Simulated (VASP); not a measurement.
Input of a VASP 6.6.1 run:

Contents of INCAR:

```
SYSTEM = InP
  ALGO = Normal
  EDIFF = 1E-6
  ENCUT = 520
  GGA = PE
  ISIF = 2
  ISMEAR = -1
  LASPH = .True.
  LCHARG = .True.
  LELF = .True.
  LREAL = .False.
  LVHAR = .True.
  LWAVE = .False.
  NBANDS = 16
  NELM = 80
  PREC = Accurate
  SIGMA = 0.05
```

File KPOINTS:

```
k-points
0
Gamma
  8 8 8
  0 0 0
```

File POSCAR:

```
InP
1.0
    0.0000000000      2.8231386496      2.8231386496
    2.8231386496      0.0000000000      2.8231386496
    2.8231386496      2.8231386496      0.0000000000
In P
1 1
Direct
    0.0000000000      0.0000000000      0.0000000000
    0.5000000000      0.5000000000      0.5000000000
```

Potentials or basis: VASP PAW PBE potentials, release 64 (In_d, P).

Run with:

```sh
$ cat potpaw_PBE.64/In_d/POTCAR potpaw_PBE.64/P/POTCAR > POTCAR
$ mpirun -np 1 vasp_std > vasp.out
```

Problem. Estimate the pressure.

Solution. -3.7 GPa.

Problem. Estimate the band gap on the k mesh.

Solution. Zero (band 9 reaches 6.63 eV, above the bottom of band 10 at 4.21 eV).

Caveat: spin-orbit coupling is left out, which moves the levels of the heavy elements.
